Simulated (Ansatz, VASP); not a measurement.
## K: VASP beside Ansatz

```xyz
1
Lattice="0.0000 3.3731 3.3731 3.3731 0.0000 3.3731 3.3731 3.3731 0.0000" Properties=species:S:1:pos:R:3 pbc="T T T"
K     0.0000    0.0000    0.0000
```

Alike in both runs: functional r2SCAN; k mesh 12 × 12 × 12; occupations gaussian, width 0.1 eV; no spin polarisation.

Ansatz relaxed the structure, and its values are those at the end. VASP's run is a single point on that final structure, the one shown.

|  | VASP | Ansatz |
| --- | --- | --- |
| version | VASP 6.6.1 | Ansatz 0.2.0 |
| potentials or method | VASP PAW PBE potentials, release 64 (K_sv), cutoff 520 eV | scalar-relativistic, plane waves, PAW |
| valence electrons in the cell | 9 | 9 |

|  | VASP | Ansatz | Ansatz less VASP |
| --- | --- | --- | --- |
| gap on the k mesh at the Fermi level (eV) | none | none | - |
| pressure (GPa) | 0.0 | 0.0 | +0.02 |

VASP's potentials were made for PBE, not for r2SCAN. A gap of «none» marks a metal or a gap that the smearing closes.
